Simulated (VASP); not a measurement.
# Si (a cell with a defect) in VASP: single point with PBEsol

Aim: the single point of Si (a cell with a defect) with PBEsol.

Everything below comes from runs of VASP 6.6.1. Logs are shortened: lines on timing, memory, paths and dates and some standing lists are left out, and cuts for length are marked.

### Step 1. The cell of the first run

The cell holds a defect, 17 atoms: a = 7.679 Å, b = 7.679 Å, c = 7.679 Å, α = 60.00°, β = 60.00°, γ = 60.00°.

### Step 2. Single point, PBEsol

The input, INCAR:

```
PREC     = Accurate       # precision mode
ENCUT    = 520            # plane-wave cutoff, eV
EDIFF    = 1E-6           # SCF threshold, eV
ISMEAR   = -1             # smearing method
SIGMA    = 0.05           # smearing width, eV
LREAL    = Auto         
LASPH    = True           # aspherical terms in the spheres
NELM     = 60             # most SCF steps
ALGO     = Normal         # electronic algorithm
ISIF     = 2              # what is computed and relaxed
LWAVE    = False          # write WAVECAR
LCHARG   = False          # write CHGCAR
GGA      = PS             # functional
NBANDS   = 48             # bands
```

The input, KPOINTS:

```
Automatic mesh
0
Gamma
  2 2 2
```

The input, POSCAR:

```
Si
1.0
    0.0000000000      5.4300000000      5.4300000000
    5.4300000000      0.0000000000      5.4300000000
    5.4300000000      5.4300000000      0.0000000000
Si
17
Direct
    0.0005800069      0.0005752668      0.0006888477
    0.1234718372      0.1234715771      0.1234761894
   -0.0030713475     -0.0030709453      0.5036231697
    0.1226677404      0.1226666178      0.6323158912
   -0.0030752684      0.5036042864     -0.0030835496
    0.1226893109      0.6321937623      0.1227188671
   -0.0032727517      0.5030943437      0.5031481687
    0.1263021764      0.6245552633      0.6245485497
    0.5036051439     -0.0030747807     -0.0030834790
    0.6321989198      0.1226871329      0.1227178987
    0.5030962147     -0.0032732817      0.5031477697
    0.6245549095      0.1263035100      0.6245484055
    0.5031032383      0.5031009096     -0.0032576448
    0.6245557771      0.6245559836      0.1262725110
    0.4998220815      0.4998234097      0.4997923328
    0.6243163179      0.6243158049      0.6243307406
    0.2505659931      0.2505609397      0.2506833317
```

Potentials or basis: VASP PAW PBE potentials, release 64 (Si).

Started as:

```sh
cat potpaw_PBE.64/Si/POTCAR > POTCAR
mpirun -np 1 vasp_std > vasp.out
```

OUTCAR:

```text
PREC = Accurate
   ENCUT = 520
   EDIFF = 1E-6
   ISMEAR = -1
   LREAL = Auto
   LASPH = True
   NELM = 60
   ISIF = 2
   GGA = PS

 ion  position               nearest neighbor table
   1  0.001  0.001  0.001-   4 2.31  10 2.31   6 2.31   2 2.31
   2  0.123  0.123  0.123-   1 2.31   5 2.38   9 2.38   3 2.38  17 2.39
   3  0.997  0.997  0.504-  12 2.34   8 2.34   2 2.38   4 2.38  17 2.75
   4  0.123  0.123  0.632-   1 2.31   3 2.38   7 2.39  11 2.39  17 2.39
   5  0.997  0.504  0.997-   8 2.34  14 2.34   2 2.38   6 2.38  17 2.76
   6  0.123  0.632  0.123-   1 2.31   5 2.38  13 2.39   7 2.39  17 2.39
   7  0.997  0.503  0.503-  16 2.34   8 2.34   4 2.39   6 2.39  17 2.74
   8  0.126  0.625  0.625-   5 2.34   3 2.34   7 2.34  15 2.34
   9  0.504  0.997  0.997-  12 2.34  14 2.34   2 2.38  10 2.38  17 2.76
  10  0.632  0.123  0.123-   1 2.31   9 2.38  13 2.39  11 2.39  17 2.39
  11  0.503  0.997  0.503-  16 2.34  12 2.34   4 2.39  10 2.39  17 2.74
  12  0.625  0.126  0.625-   9 2.34   3 2.34  11 2.34  15 2.34
  13  0.503  0.503  0.997-  16 2.34  14 2.34  10 2.39   6 2.39  17 2.74
  14  0.625  0.625  0.126-   5 2.34   9 2.34  13 2.34  15 2.34
  15  0.500  0.500  0.500-  14 2.34  12 2.34   8 2.34  16 2.34
  16  0.624  0.624  0.624-  11 2.34   7 2.34  13 2.34  15 2.34
  17  0.251  0.251  0.251-   2 2.39   4 2.39   6 2.39  10 2.39  11 2.74   7 2.74  13 2.74   3 2.75
                             9 2.76   5 2.76

  LATTYP: Found a face centered cubic cell.
 ALAT       =    10.8600000000

  Lattice vectors:

 A1 = (   0.0000000000,   5.4300000000,   5.4300000000)
 A2 = (   5.4300000000,   0.0000000000,   5.4300000000)
 A3 = (   5.4300000000,   5.4300000000,   0.0000000000)

Analysis of symmetry for initial positions (statically):
=====================================================================
 Subroutine PRICEL returns:
 Original cell was already a primitive cell.

 Routine SETGRP: Setting up the symmetry group for a
 face centered cubic supercell.

 Subroutine GETGRP returns: Found  2 space group operations
 (whereof  2 operations were pure point group operations)
 out of a pool of 48 trial point group operations.

The static configuration has the point symmetry C_1h.

Analysis of symmetry for dynamics (positions and initial velocities):
=====================================================================
 Subroutine PRICEL returns:
 Original cell was already a primitive cell.

 Routine SETGRP: Setting up the symmetry group for a
 face centered cubic supercell.

 Subroutine GETGRP returns: Found  2 space group operations
 (whereof  2 operations were pure point group operations)
 out of a pool of 48 trial point group operations.

The dynamic configuration has the point symmetry C_1h.

 Subroutine INISYM returns: Found  2 space group operations
 (whereof  2 operations are pure point group operations),
 and found     1 'primitive' translations

----------------------------------------------------------------------------------------

                                     Primitive cell

  volume of cell :     320.2060

  direct lattice vectors                    reciprocal lattice vectors
     0.000000000  5.430000000  5.430000000    -0.092081031  0.092081031  0.092081031
     5.430000000  0.000000000  5.430000000     0.092081031 -0.092081031  0.092081031
     5.430000000  5.430000000  0.000000000     0.092081031  0.092081031 -0.092081031

  length of vectors
     7.679179644  7.679179644  7.679179644     0.159489025  0.159489025  0.159489025

  position of ions in fractional coordinates (direct lattice)
     0.000580007  0.000575267  0.000688848
     0.123471837  0.123471577  0.123476189
     0.996928653  0.996929055  0.503623170
     0.122667740  0.122666618  0.632315891
     0.996924732  0.503604286  0.996916450
     0.122689311  0.632193762  0.122718867
[... 9 lines left out ...]
     0.624316318  0.624315805  0.624330741
     0.250565993  0.250560940  0.250683332

  ion indices of the primitive-cell ions
   primitive index   ion index
                 1           1
                 2           2
                 3           3
                 4           4
                 5           5
                 6           6
[... 9 lines left out ...]
                16          16
                17          17

----------------------------------------------------------------------------------------

 KPOINTS: Automatic mesh

Automatic generation of k-mesh.
 Grid dimensions read from file:
 generate k-points for:    2    2    2

 Generating k-lattice:

  Cartesian coordinates                     Fractional coordinates (reciprocal lattice)
    -0.046040516  0.046040516  0.046040516     0.500000000  0.000000000  0.000000000
     0.046040516 -0.046040516  0.046040516     0.000000000  0.500000000  0.000000000
     0.046040516  0.046040516 -0.046040516     0.000000000  0.000000000  0.500000000

  Length of vectors
     0.079744512  0.079744512  0.079744512

  Shift w.r.t. Gamma in fractional coordinates (k-lattice)
     0.000000000  0.000000000  0.000000000

 Subroutine IBZKPT returns following result:
 ===========================================

 Found      6 irreducible k-points:

 Following reciprocal coordinates:
            Coordinates               Weight
  0.000000  0.000000  0.000000      1.000000
  0.500000  0.000000  0.000000      2.000000
  0.000000  0.000000  0.500000      1.000000
  0.500000  0.500000  0.500000      1.000000
  0.500000  0.500000  0.000000      1.000000
  0.000000  0.500000  0.500000      2.000000
   k-points           NKPTS =      6   k-points in BZ     NKDIM =      6   number of bands    NBANDS=     48
   number of dos      NEDOS =    301   number of ions     NIONS =     17
   total plane-waves  NPLWV = 216000
   dimension x,y,z NGX =    60 NGY =   60 NGZ =   60
   dimension x,y,z NGXF=   120 NGYF=  120 NGZF=  120
   ions per type =              17
   NGX,Y,Z   is equivalent  to a cutoff of  12.99, 12.99, 12.99 a.u.
   NGXF,Y,Z  is equivalent  to a cutoff of  25.98, 25.98, 25.98 a.u.
 SYSTEM =  unknown system
   PREC   = accura    normal or accurate (medium, high low for compatibility)
   ISTART =      0    job   : 0-new  1-cont  2-samecut
   ICHARG =      2    charge: 1-file 2-atom 10-const
   ISPIN  =      1    spin polarized calculation?
   LNONCOLLINEAR =      F non collinear calculations
   LSORBIT =      F    spin-orbit coupling
   LASPH  =      T    aspherical Exc in radial PAW
   ENCUT  =  520.0 eV  38.22 Ry    6.18 a.u.  14.28 14.28 14.28*2*pi/ulx,y,z
   NELM   =     60;   NELMIN=  2; NELMDL= -5     # of ELM steps
   EDIFF  = 0.1E-05   stopping-criterion for ELM
   LREAL  =      T    real-space projection
   EDIFFG = 0.1E-04   stopping-criterion for IOM
   NSW    =      0    number of steps for IOM
   IBRION =     -1    ionic relax: 0-MD 1-quasi-New 2-CG
   NFREE  =      0    steps in history (QN), initial steepest desc. (CG)
   ISIF   =      2    stress and relaxation
   ISYM   =      2    0-nonsym 1-usesym 2-fastsym
   POTIM  = 0.5000    time-step for ionic-motion
   TEBEG  =    0.0;   TEEND  =   0.0 temperature during run
   PSTRESS=    0.0 pullay stress
   NELECT =      68.0000    total number of electrons
   NUPDOWN=      -1.0000    fix difference up-down
   EMIN   =  10.00;   EMAX   =-10.00  energy-range for DOS
   EFERMI =   0.00;   METHOD = LEGACY
   ISMEAR =    -1;   SIGMA  =   0.05  broadening in eV -4-tet -1-fermi 0-gaus
   EFERMI_NEDOS =   21; number of points for ismear=-14 and -15
   IALGO  =     38    algorithm
   IMIX   =      4    mixing-type and parameters
     AMIX     =   0.40;   BMIX     =  1.00
     AMIX_MAG =   1.60;   BMIX_MAG =  1.00
  volume/ion in A,a.u.               =      18.84       127.11
  Fermi-wavevector in a.u.,A,eV,Ry     =   0.976715  1.845724 12.979587  0.953973
  Thomas-Fermi vector in A             =   2.107356
   LORBIT       =      0    0 simple, 1 ext, 2 COOP (PROOUT), +10 PAW based schemes
   GGA     = PS    functional components
   LHFCALC =     F    Hartree Fock is set to
   AEXX    =    0.0000 exact exchange contribution
   IVDW    =     0    specifies the selected vdW correction
   LEPSILON=     F    determine dielectric tensor
   LRPA    =     F    only Hartree local field effects (RPA)
 non-spin polarized calculation
  energy-cutoff  :      520.00
  volume of cell :      320.21
 maximum number of plane-waves:      8646
 NGX is ok and might be reduce to    60
   NGX = 29   NGY = 29   NGZ = 29

 number of electron      68.0000001 magnetization

 Free energy of the ion-electron system (eV)
  ---------------------------------------------------
  ext. energy  EPLUGINS =         0.00000000
  ---------------------------------------------------
  free energy    TOTEN  =       -93.94732766 eV

  energy without entropy =      -93.91053608  energy(sigma->0) =      -93.92893187

 E-fermi :   6.7562     XC(G=0):  -9.8068

 val. band max:        6.5651132257   @ k =   0.0000   0.0000   0.0000
 cond. band min:       6.8107581468   @ k =   0.0000   0.5000   0.5000
 fundamental gap:      0.2456449211
 Fermi energy:         6.7561586862

 k-point     1 :       0.0000    0.0000    0.0000
  band No.  band energies     occupation
      1      -6.3879      2.00000
      2      -3.8295      2.00000
      3      -3.6831      2.00000
      4      -3.6829      2.00000
      5      -3.6799      2.00000
      6      -2.8791      2.00000
[... 38 lines left out ...]
     45       8.0214      0.00000
     46       8.9692      0.00000

 k-point     2 :       0.5000    0.0000    0.0000
  band No.  band energies     occupation
      1      -5.9854      2.00000
      2      -5.0197      2.00000
      3      -3.6333      2.00000
      4      -3.4882      2.00000
      5      -3.4832      2.00000
      6      -3.0092      2.00000
[... 188 lines left out ...]
 k-point     6 :       0.0000    0.5000    0.5000
  band No.  band energies     occupation
      1      -5.8520      2.00000
      2      -4.7903      2.00000
      3      -4.0462      2.00000
      4      -3.9383      2.00000
      5      -3.9368      2.00000
      6      -3.6871      2.00000
[... 38 lines left out ...]
     45      10.0332      0.00000
     46      10.0397      0.00000
 [bands above 46 left out]

------------------------ aborting loop because EDIFF is reached ----------------------------------------

  FORCE on cell =-STRESS in cart. coord.  units (eV):
  Direction    XX          YY          ZZ          XY          YZ          ZX
  --------------------------------------------------------------------------------------
  -------------------------------------------------------------------------------------
  Total        6.9095484      6.9095484      6.9080781      0.0061075      0.0062695      0.0062695
  in kB       34.5724983     34.5724983     34.5651414      0.0305594      0.0313701      0.0313701
  external PRESSURE =      34.5700460 kB  Pullay stress =       0.0000000 kB

 VOLUME and BASIS-vectors are now :
 -----------------------------------------------------------------------------
  energy-cutoff  :      520.00
  volume of cell :      320.21
      direct lattice vectors                 reciprocal lattice vectors
     0.000000000  5.430000000  5.430000000    -0.092081031  0.092081031  0.092081031
     5.430000000  0.000000000  5.430000000     0.092081031 -0.092081031  0.092081031
     5.430000000  5.430000000  0.000000000     0.092081031  0.092081031 -0.092081031

 POSITION                                       TOTAL-FORCE (eV/Angst)
 -----------------------------------------------------------------------------------
      0.00686      0.00689      0.00627         0.005869      0.005869      0.005077
      1.34093      1.34093      1.34090        -0.022480     -0.022480     -0.022569
      8.14800      8.14800     10.82665        -0.003010     -0.003010      0.020038
      4.09956      4.09956      1.33217         0.000095      0.000095      0.002908
      8.14783     10.82656      8.14787        -0.002766      0.020826     -0.002952
      4.09918      1.33257      4.09902         0.000931      0.001953      0.000795
[... 9 lines left out ...]
      6.78015      6.78015      6.78007        -0.009799     -0.009799     -0.009743
      2.72176      2.72178      2.72112         0.003454      0.003454      0.003343
 -----------------------------------------------------------------------------------
    total drift:                                0.002621     -0.001828     -0.000020

  FREE ENERGIE OF THE ION-ELECTRON SYSTEM (eV)
  ---------------------------------------------------
  free  energy   TOTEN  =       -93.9473276609 eV

  energy  without entropy=      -93.9105360789  energy(sigma->0) =      -93.92893187
```

It took 3.6 min on 1 thread of AMD EPYC 9R14 (Zen 4), shared host; peak memory 0.41 GiB.

Results:

- Free energy: -93.9473 eV
- Pressure: 3.5 GPa
- Largest force: 0.039 eV/Å
- Band gap on the k mesh: zero (band 34 reaches 6.81 eV, above the bottom of band 35 at 6.56 eV)

Forces in eV/Å, atoms in the order of the input:
```
Si   0.006  0.006  0.005
Si  -0.022 -0.022 -0.023
Si  -0.003 -0.003  0.020
Si   0.000  0.000  0.003
Si  -0.003  0.021 -0.003
Si   0.001  0.002  0.001
Si  -0.009  0.001  0.002
Si  -0.011  0.009  0.009
Si   0.021 -0.003 -0.003
Si   0.002  0.001  0.001
Si   0.001 -0.009  0.002
Si   0.009 -0.011  0.009
Si   0.001  0.001 -0.009
Si   0.009  0.009 -0.011
Si   0.004  0.004  0.004
Si  -0.010 -0.010 -0.010
Si   0.003  0.003  0.003
```

Caveat: the k points lie up to 0.50 Å⁻¹ apart; the PAW data sets were made with another functional, which shifts forces and pressure a little.
